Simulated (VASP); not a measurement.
Input of a VASP 6.6.1 run:

File INCAR:

```
PREC = Accurate ; ENCUT = 600
EDIFF = 1E-6 ; ISMEAR = -1
SIGMA = 0.05 ; LREAL = F
LASPH = T ; NELM = 100
ALGO = Normal ; ISIF = 3
LWAVE = F ; LCHARG = F
IBRION = 2 ; NSW = 60
EDIFFG = -0.005
```

Contents of KPOINTS:

```
Automatic mesh
0
Gamma
  18 18 18
```

File POSCAR:

```
Cu
1.0
    0.0000000000      1.8074791684      1.8074791684
    1.8074791684      0.0000000000      1.8074791684
    1.8074791684      1.8074791684      0.0000000000
Cu
1
Direct
    0.0000000000      0.0000000000      0.0000000000
```

Potentials or basis: VASP PAW LDA potentials, release 64 (Cu).

The run is started by

```console
$ cat potpaw_LDA.64/Cu/POTCAR > POTCAR
$ mpirun -np 1 vasp_std > vasp.out
```

(1) What does it give for the relaxed volume?

(2) Predict the relaxed cell.

(3) What does it give for the space group after relaxing (to 0.05 Å)?

## Answers

(1) 10.95 Å³/atom.

(2) a = 2.493 Å, b = 2.493 Å, c = 2.493 Å, α = 60.00°, β = 60.00°, γ = 60.00°.

(3) Fm-3m (No. 225).
